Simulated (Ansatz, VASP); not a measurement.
## Al2GaN3 in VASP and in Ansatz

```
CELL_PARAMETERS angstrom
5.73942 -1.56608 0.00000
5.73942 1.56608 0.00000
-1.89610 0.00000 7.16784
ATOMIC_POSITIONS crystal
Al 0.94410 0.94410 0.38929
Al 0.88893 0.88893 0.77664
Al 0.22293 0.22293 0.44440
Al 0.55406 0.55406 0.11331
Ga 0.27735 0.27735 0.05782
Ga 0.60957 0.60957 0.72165
N 0.14743 0.14743 0.18519
N 0.48134 0.48134 0.85287
N 0.81824 0.81824 0.51490
N 0.76479 0.76479 0.90125
N 0.09504 0.09504 0.56369
N 0.43157 0.43157 0.24379
```

Alike in both runs: task single point; functional r2SCAN; k mesh 6 × 6 × 4; occupations gaussian, width 0.1 eV; no spin polarisation.

```csv
,VASP,Ansatz
version,VASP 6.6.1,Ansatz 0.2.0
potentials or method,"VASP PAW PBE potentials, release 64 (Al, Ga_d, N), cutoff 520 eV","scalar-relativistic, plane waves, PAW"
valence electrons in the cell,68,68
```

|  | VASP | Ansatz | Ansatz less VASP |
| --- | --- | --- | --- |
| gap on the k mesh at the Fermi level (eV) | 3.88 | 3.87 | -0.011 |
| least direct gap on the mesh (eV) | 3.88 | 3.87 | -0.011 |
| pressure (GPa) | -0.1 | -0.2 | -0.10 |
| rms of the force components (eV/Å) | 0.006 | 0.032 | +0.0253 |

VASP's potentials were made for PBE, not for r2SCAN. Atom by atom the forces differ by 0.029 eV/Å (rms over components).
